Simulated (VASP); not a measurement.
# Ge (P6_3/mmc) in VASP: further runs

The runs below take Ge through single point, with PBE.

Everything below comes from runs of VASP 6.6.1. Logs are shortened: lines on timing, memory, paths and dates and some standing lists are left out, and cuts for length are marked.

## Step 1: The cell of the first run

The structure is hexagonal, space group P6_3/mmc (No. 194). Conventional cell: a = 3.997 Å, b = 3.997 Å, c = 6.893 Å, α = 90.00°, β = 90.00°, γ = 120.00°. Ge (site symmetry 3m) has 4 Ge at 2.46 to 2.58 Å within 3.3 Å.

This isn't the form of Ge at room conditions, which is diamond.

## Step 2: Single point, PBE (strain -0.015 along x and y, +0.030 along z)

Contents of INCAR:

```
SYSTEM = Ge
PREC = Accurate
ENCUT = 520
EDIFF = 1E-7
ISMEAR = 0
SIGMA = 0.15
LREAL = .FALSE.
LASPH = .TRUE.
NELM = 100
ALGO = Normal
ISIF = 2
LWAVE = .FALSE.
LCHARG = .TRUE.
GGA = PE
LELF = .TRUE.
LVHAR = .TRUE.
NBANDS = 36
```

Contents of KPOINTS:

```
regular mesh
0
G
  12 12 8
  0 0 0
```

Contents of POSCAR:

```
Ge
1.0
    3.9972843571      0.0000000000      0.0000000000
   -1.9986421786      3.4617497994      0.0000000000
    0.0000000000      0.0000000000      6.8933040382
Ge
4
Direct
    0.6666666667      0.3333333333      0.0627911807
    0.3333333333      0.6666666667      0.5627911807
    0.6666666667      0.3333333333      0.4372088193
    0.3333333333      0.6666666667      0.9372088193
```

Potentials or basis: VASP PAW PBE potentials, release 64 (Ge_d).

Command:

```bash
> cat potpaw_PBE.64/Ge_d/POTCAR > POTCAR
> mpirun -np 1 vasp_std > vasp.out
```

OUTCAR:

```text
SYSTEM = Ge
   PREC = Accurate
   ENCUT = 520
   EDIFF = 1E-7
   ISMEAR = 0
   LREAL = .FALSE.
   LASPH = .TRUE.
   NELM = 100
   ISIF = 2
   GGA = PE

 ion  position               nearest neighbor table
   1  0.667  0.333  0.063-   4 2.46   4 2.46   4 2.46   3 2.58
   2  0.333  0.667  0.563-   3 2.46   3 2.46   3 2.46   4 2.58
   3  0.667  0.333  0.437-   2 2.46   2 2.46   2 2.46   1 2.58
   4  0.333  0.667  0.937-   1 2.46   1 2.46   1 2.46   2 2.58

  LATTYP: Found a hexagonal cell.
 ALAT       =     3.9972843571
 C/A-ratio  =     1.7244967889

  Lattice vectors:

 A1 = (   3.9972843571,   0.0000000000,   0.0000000000)
 A2 = (  -1.9986421786,   3.4617497994,   0.0000000000)
 A3 = (   0.0000000000,   0.0000000000,   6.8933040382)

Analysis of symmetry for initial positions (statically):
=====================================================================
 Subroutine PRICEL returns:
 Original cell was already a primitive cell.

 Routine SETGRP: Setting up the symmetry group for a
 hexagonal supercell.

 Subroutine GETGRP returns: Found 24 space group operations
 (whereof 12 operations were pure point group operations)
 out of a pool of 24 trial point group operations.

The static configuration has the point symmetry D_3d.
 The point group associated with its full space group is D_6h.

Analysis of symmetry for dynamics (positions and initial velocities):
=====================================================================
 Subroutine PRICEL returns:
 Original cell was already a primitive cell.

 Routine SETGRP: Setting up the symmetry group for a
 hexagonal supercell.

 Subroutine GETGRP returns: Found 24 space group operations
 (whereof 12 operations were pure point group operations)
 out of a pool of 24 trial point group operations.

The dynamic configuration has the point symmetry D_3d.
 The point group associated with its full space group is D_6h.

 Subroutine INISYM returns: Found 24 space group operations
 (whereof 12 operations are pure point group operations),
 and found     1 'primitive' translations

----------------------------------------------------------------------------------------

                                     Primitive cell

  volume of cell :      95.3868

  direct lattice vectors                    reciprocal lattice vectors
     3.997284357  0.000000000  0.000000000     0.250169843  0.144435626  0.000000000
    -1.998642179  3.461749799  0.000000000     0.000000000  0.288871252  0.000000000
     0.000000000  0.000000000  6.893304038     0.000000000  0.000000000  0.145068315

  length of vectors
     3.997284357  3.997284357  6.893304038     0.288871252  0.288871252  0.145068315

  position of ions in fractional coordinates (direct lattice)
     0.666666667  0.333333333  0.062791181
     0.333333333  0.666666667  0.562791181
     0.666666667  0.333333333  0.437208819
     0.333333333  0.666666667  0.937208819

  ion indices of the primitive-cell ions
   primitive index   ion index
                 1           1
                 2           2
                 3           3
                 4           4

----------------------------------------------------------------------------------------

 KPOINTS: regular mesh

Automatic generation of k-mesh.
 Grid dimensions read from file:
 generate k-points for:   12   12    8

 Generating k-lattice:

  Cartesian coordinates                     Fractional coordinates (reciprocal lattice)
     0.020847487  0.012036302  0.000000000     0.083333333 -0.000000000  0.000000000
     0.000000000  0.024072604  0.000000000     0.000000000  0.083333333  0.000000000
     0.000000000  0.000000000  0.018133539     0.000000000  0.000000000  0.125000000

  Length of vectors
     0.024072604  0.024072604  0.018133539

  Shift w.r.t. Gamma in fractional coordinates (k-lattice)
     0.000000000  0.000000000  0.000000000

 Subroutine IBZKPT returns following result:
 ===========================================

 Found     95 irreducible k-points:

 Following reciprocal coordinates:
            Coordinates               Weight
  0.000000  0.000000  0.000000      1.000000
  0.083333  0.000000  0.000000      6.000000
  0.166667  0.000000  0.000000      6.000000
  0.250000  0.000000  0.000000      6.000000
  0.333333  0.000000  0.000000      6.000000
  0.416667  0.000000  0.000000      6.000000
[... 16 lines left out ...]
  0.250000  0.000000  0.125000     12.000000
  0.333333  0.000000  0.125000     12.000000
 [... further k-points ...]
   k-points           NKPTS =     95   k-points in BZ     NKDIM =     95   number of bands    NBANDS=     36
   number of dos      NEDOS =    301   number of ions     NIONS =      4
   total plane-waves  NPLWV =  48600
   dimension x,y,z NGX =    30 NGY =   30 NGZ =   54
   dimension x,y,z NGXF=    60 NGYF=   60 NGZF=  108
   ions per type =               4
   NGX,Y,Z   is equivalent  to a cutoff of  12.48, 12.48, 13.02 a.u.
   NGXF,Y,Z  is equivalent  to a cutoff of  24.95, 24.95, 26.05 a.u.
 SYSTEM =  Ge
   PREC   = accura    normal or accurate (medium, high low for compatibility)
   ISTART =      0    job   : 0-new  1-cont  2-samecut
   ICHARG =      2    charge: 1-file 2-atom 10-const
   ISPIN  =      1    spin polarized calculation?
   LNONCOLLINEAR =      F non collinear calculations
   LSORBIT =      F    spin-orbit coupling
   LASPH  =      T    aspherical Exc in radial PAW
   ENCUT  =  520.0 eV  38.22 Ry    6.18 a.u.   7.43  7.43 12.82*2*pi/ulx,y,z
   NELM   =    100;   NELMIN=  2; NELMDL= -5     # of ELM steps
   EDIFF  = 0.1E-06   stopping-criterion for ELM
   LREAL  =      F    real-space projection
   EDIFFG = 0.1E-05   stopping-criterion for IOM
   NSW    =      0    number of steps for IOM
   IBRION =     -1    ionic relax: 0-MD 1-quasi-New 2-CG
   NFREE  =      0    steps in history (QN), initial steepest desc. (CG)
   ISIF   =      2    stress and relaxation
   ISYM   =      2    0-nonsym 1-usesym 2-fastsym
   POTIM  = 0.5000    time-step for ionic-motion
   TEBEG  =    0.0;   TEEND  =   0.0 temperature during run
   PSTRESS=    0.0 pullay stress
   NELECT =      56.0000    total number of electrons
   NUPDOWN=      -1.0000    fix difference up-down
   EMIN   =  10.00;   EMAX   =-10.00  energy-range for DOS
   EFERMI =   0.00;   METHOD = LEGACY
   ISMEAR =     0;   SIGMA  =   0.15  broadening in eV -4-tet -1-fermi 0-gaus
   EFERMI_NEDOS =   21; number of points for ismear=-14 and -15
   IALGO  =     38    algorithm
   IMIX   =      4    mixing-type and parameters
     AMIX     =   0.40;   BMIX     =  1.00
     AMIX_MAG =   1.60;   BMIX_MAG =  1.00
  volume/ion in A,a.u.               =      23.85       160.93
  Fermi-wavevector in a.u.,A,eV,Ry     =   1.370802  2.590441 25.566689  1.879099
  Thomas-Fermi vector in A             =   2.496556
   LORBIT       =      0    0 simple, 1 ext, 2 COOP (PROOUT), +10 PAW based schemes
   GGA     = PE    functional components
   LHFCALC =     F    Hartree Fock is set to
   AEXX    =    0.0000 exact exchange contribution
   IVDW    =     0    specifies the selected vdW correction
   LEPSILON=     F    determine dielectric tensor
   LRPA    =     F    only Hartree local field effects (RPA)
 non-spin polarized calculation
 Gauss-broadening in eV      SIGMA  =   0.15
  energy-cutoff  :      520.00
  volume of cell :       95.39
 maximum number of plane-waves:      2623
 NGX is ok and might be reduce to    30
   NGX = 15   NGY = 15   NGZ = 25

 number of electron      56.0000048 magnetization

 Free energy of the ion-electron system (eV)
  ---------------------------------------------------
  ext. energy  EPLUGINS =         0.00000000
  ---------------------------------------------------
  free energy    TOTEN  =       -17.94475415 eV

  energy without entropy =      -17.94312638  energy(sigma->0) =      -17.94394027

 E-fermi :   4.6163     XC(G=0):  -9.6787

 val. band max:        4.5759267202   @ k =   0.0000   0.0000   0.1250
 cond. band min:       4.6533751731   @ k =   0.0000   0.0000   0.0000
 fundamental gap:      0.0774484529
 Fermi energy:         4.6163393827

 k-point     1 :       0.0000    0.0000    0.0000
  band No.  band energies     occupation
      1     -20.2976      2.00000
      2     -20.2976      2.00000
      3     -20.2705      2.00000
      4     -20.2705      2.00000
      5     -20.2308      2.00000
      6     -20.2308      2.00000
[... 28 lines left out ...]
     35       9.0106      0.00000
     36      10.7376      0.00000

 k-point     2 :       0.0833    0.0000    0.0000
  band No.  band energies     occupation
      1     -20.2999      2.00000
      2     -20.2987      2.00000
      3     -20.2724      2.00000
      4     -20.2702      2.00000
      5     -20.2405      2.00000
      6     -20.2272      2.00000
[... 28 lines left out ...]
     35       9.3160      0.00000
     36      11.1738      0.00000

 k-point     3 :       0.1667    0.0000    0.0000
  band No.  band energies     occupation
      1     -20.3039      2.00000
      2     -20.3011      2.00000
      3     -20.2764      2.00000
      4     -20.2683      2.00000
      5     -20.2501      2.00000
      6     -20.2183      2.00000
[... 28 lines left out ...]
     35      10.1069      0.00000
     36      10.4155      0.00000

 k-point     4 :       0.2500    0.0000    0.0000
  band No.  band energies     occupation
      1     -20.3056      2.00000
      2     -20.3032      2.00000
      3     -20.2805      2.00000
      4     -20.2633      2.00000
      5     -20.2592      2.00000
      6     -20.2144      2.00000
[... 28 lines left out ...]
     35      10.7223      0.00000
     36      11.1665      0.00000

 k-point     5 :       0.3333    0.0000    0.0000
  band No.  band energies     occupation
      1     -20.3042      2.00000
      2     -20.3035      2.00000
      3     -20.2834      2.00000
      4     -20.2681      2.00000
      5     -20.2547      2.00000
      6     -20.2135      2.00000
[... 655 lines left out ...]
 k-point    22 :       0.1667    0.0000    0.1250
  band No.  band energies     occupation
      1     -20.3027      2.00000
      2     -20.3004      2.00000
      3     -20.2777      2.00000
      4     -20.2700      2.00000
      5     -20.2487      2.00000
      6     -20.2187      2.00000
[... 28 lines left out ...]
     35      10.0062      0.00000
     36      10.6137      0.00000

 k-point    23 :       0.2500    0.0000    0.1250
  band No.  band energies     occupation
      1     -20.3042      2.00000
      2     -20.3025      2.00000
      3     -20.2815      2.00000
      4     -20.2658      2.00000
      5     -20.2569      2.00000
      6     -20.2150      2.00000
[... 28 lines left out ...]
     35      10.6627      0.00000
     36      11.0433      0.00000

 k-point    24 :       0.3333    0.0000    0.1250
  band No.  band energies     occupation
      1     -20.3035      2.00000
      2     -20.3020      2.00000
      3     -20.2843      2.00000
      4     -20.2674      2.00000
      5     -20.2553      2.00000
      6     -20.2138      2.00000
[... 28 lines left out ...]
     35      11.6992      0.00000
     36      11.8256      0.00000

 [... further k-points ...]
[... 5 lines left out ...]
  --------------------------------------------------------------------------------------
  -------------------------------------------------------------------------------------
  Total        1.4043012      1.4043012     -2.4519521     -0.0000000     -0.0000000     -0.0000000
  in kB       23.5875420     23.5875420    -41.1845581     -0.0000000     -0.0000000     -0.0000000
  external PRESSURE =       1.9968420 kB  Pullay stress =       0.0000000 kB

 VOLUME and BASIS-vectors are now :
 -----------------------------------------------------------------------------
  energy-cutoff  :      520.00
  volume of cell :       95.39
      direct lattice vectors                 reciprocal lattice vectors
     3.997284357  0.000000000  0.000000000     0.250169843  0.144435626  0.000000000
    -1.998642179  3.461749799  0.000000000     0.000000000  0.288871252  0.000000000
     0.000000000  0.000000000  6.893304038     0.000000000  0.000000000  0.145068315

 POSITION                                       TOTAL-FORCE (eV/Angst)
 -----------------------------------------------------------------------------------
      1.99864      1.15392      0.43284        -0.000000      0.000000      0.311047
     -0.00000      2.30783      3.87949         0.000000     -0.000000      0.311047
      1.99864      1.15392      3.01381        -0.000000     -0.000000     -0.311047
     -0.00000      2.30783      6.46047         0.000000     -0.000000     -0.311047
 -----------------------------------------------------------------------------------
    total drift:                                0.000000     -0.000000      0.000000

  FREE ENERGIE OF THE ION-ELECTRON SYSTEM (eV)
  ---------------------------------------------------
  free  energy   TOTEN  =       -17.9447541541 eV

  energy  without entropy=      -17.9431263763  energy(sigma->0) =      -17.94394027
```

It took 9.6 min on 1 thread of Intel Xeon 8259CL, shared host; peak memory 0.36 GiB.

Results:

```yaml
Free_energy: -17.9448 eV
Pressure: 0.2 GPa
Largest_force: 0.311 eV/Å
Band_gap_on_the_k_mesh: zero (filled and empty bands touch)
```

Forces in eV/Å, atoms in the order of the input:
```
Ge   0.000  0.000  0.311
Ge   0.000  0.000  0.311
Ge   0.000  0.000 -0.311
Ge   0.000  0.000 -0.311
```

Caveat: the cell differs from its parent crystal (strain -0.015 along x and y, +0.030 along z); the stress differs along the axes, from -4 to 2 GPa; semilocal functionals underestimate gaps, and a narrow one can read as zero.

## Step 3: Single point, PBE (strain +0.015 along x and y, -0.030 along z)

Contents of INCAR:

```
SYSTEM = Ge
PREC = Accurate ; ENCUT = 520
EDIFF = 1E-6 ; ISMEAR = 0
SIGMA = 0.15 ; LREAL = .False.
LASPH = .True. ; NELM = 60
ALGO = Normal ; ISIF = 2
LWAVE = .False. ; LCHARG = .True.
GGA = PE ; LELF = .True.
LVHAR = .True. ; NBANDS = 36
```

Contents of KPOINTS:

```
regular mesh
0
Gamma
  12 12 8
  0 0 0
```

Contents of POSCAR:

```
Ge
1.0
    4.1190290583      0.0000000000      0.0000000000
   -2.0595145292      3.5671838034      0.0000000000
    0.0000000000      0.0000000000      6.4917523466
Ge
4
Direct
    0.6666666667      0.3333333333      0.0627911807
    0.3333333333      0.6666666667      0.5627911807
    0.6666666667      0.3333333333      0.4372088193
    0.3333333333      0.6666666667      0.9372088193
```

Potentials or basis: VASP PAW PBE potentials, release 64 (Ge_d).

Command:

```bash
> cat potpaw_PBE.64/Ge_d/POTCAR > POTCAR
> mpirun -np 1 vasp_std > vasp.out
```

Run time: 5.6 min. Hardware: 1 thread of Intel Xeon 8259CL, shared host; peak memory 0.36 GiB.

The run converged. Its results:

| Item | Value |
| --- | --- |
| Free energy | -17.9357 eV |
| Pressure | 0.3 GPa |
| Largest force | 0.440 eV/Å |
| Band gap on the k mesh | zero (bands 28 and 29 overlap by 0.29 eV) |

Forces on the atoms (eV/Å):
```
Ge   0.000  0.000 -0.440
Ge   0.000  0.000 -0.440
Ge   0.000  0.000  0.440
Ge   0.000  0.000  0.440
```

Stress tensor (GPa, compression positive):
```
-2.27  0.00  0.00
 0.00 -2.27  0.00
 0.00  0.00  5.40
```

Levels at points of the mesh, in eV from the Fermi level:
```csv
k point,band 25,band 26,band 27,band 28,band 29,band 30,band 31,band 32
"(0.00, 0.00, 0.00)",-1.63,-0.58,-0.35,-0.15,0.13,0.13,2.01,2.01
"(0.50, 0.00, 0.00)",-4.42,-3.06,-2.73,-1.28,0.39,1.66,3.50,3.65
"(0.00, 0.00, 0.50)",-0.96,-0.96,-0.96,-0.96,0.31,0.31,3.21,3.21
"(0.50, 0.00, 0.50)",-2.36,-2.36,-2.31,-2.31,0.55,0.55,2.28,2.28
```

Caveat: the cell differs from its parent crystal (strain +0.015 along x and y, -0.030 along z); the stress differs along the axes, from -2 to 5 GPa; semilocal functionals underestimate gaps, and a narrow one can read as zero.

## Step 4: Single point, PBE (strain +0.000 along x and y, +0.015 along z)

Contents of INCAR:

```
SYSTEM = Ge
PREC = Accurate
ENCUT = 520
EDIFF = 1E-6
ISMEAR = 0
SIGMA = 0.15
LREAL = .False.
LASPH = .True.
NELM = 80
ALGO = Normal
ISIF = 2
LWAVE = .False.
LCHARG = .False.
GGA = PE
NBANDS = 36
```

KPOINTS is that of step 3.

Contents of POSCAR:

```
Ge
1.0
    4.0581567077      0.0000000000      0.0000000000
   -2.0290783539      3.5144668014      0.0000000000
    0.0000000000      0.0000000000      6.7929161153
Ge
4
Direct
    0.6666666667      0.3333333333      0.0627911807
    0.3333333333      0.6666666667      0.5627911807
    0.6666666667      0.3333333333      0.4372088193
    0.3333333333      0.6666666667      0.9372088193
```

Command:

```bash
> cat potpaw_PBE.64/Ge_d/POTCAR > POTCAR
> mpirun -np 1 vasp_std > vasp.out
```

It took 6.8 min on 1 thread of Intel Xeon 8259CL, shared host; peak memory 0.36 GiB.

The run converged. Its results:

```
Free energy            : -17.9930 eV
Pressure               : -0.8 GPa
Largest force          : 0.100 eV/Å
Band gap on the k mesh : zero (filled and empty bands touch)
```

Forces on the atoms (eV/Å):
```
Ge   0.000  0.000  0.100
Ge   0.000  0.000  0.100
Ge   0.000  0.000 -0.100
Ge   0.000  0.000 -0.100
```

Stress tensor (GPa, compression positive):
```
-0.11  0.00  0.00
 0.00 -0.11  0.00
 0.00  0.00 -2.27
```

Levels at points of the mesh, in eV from the Fermi level:
```csv
k point,band 25,band 26,band 27,band 28,band 29,band 30,band 31,band 32
"(0.00, 0.00, 0.00)",-1.35,-0.61,-0.18,-0.14,0.06,0.06,2.31,2.31
"(0.50, 0.00, 0.00)",-4.29,-2.86,-2.60,-1.42,0.62,1.39,3.51,3.71
"(0.00, 0.00, 0.50)",-0.79,-0.79,-0.79,-0.79,0.55,0.55,3.32,3.32
"(0.50, 0.00, 0.50)",-2.47,-2.47,-2.27,-2.27,0.44,0.44,2.10,2.10
```

Caveat: the cell differs from its parent crystal (strain +0.000 along x and y, +0.015 along z); semilocal functionals underestimate gaps, and a narrow one can read as zero.

[end of part 1 of 2]

The gap in the log of VASP goes by the Fermi energy; the results here count the filled bands.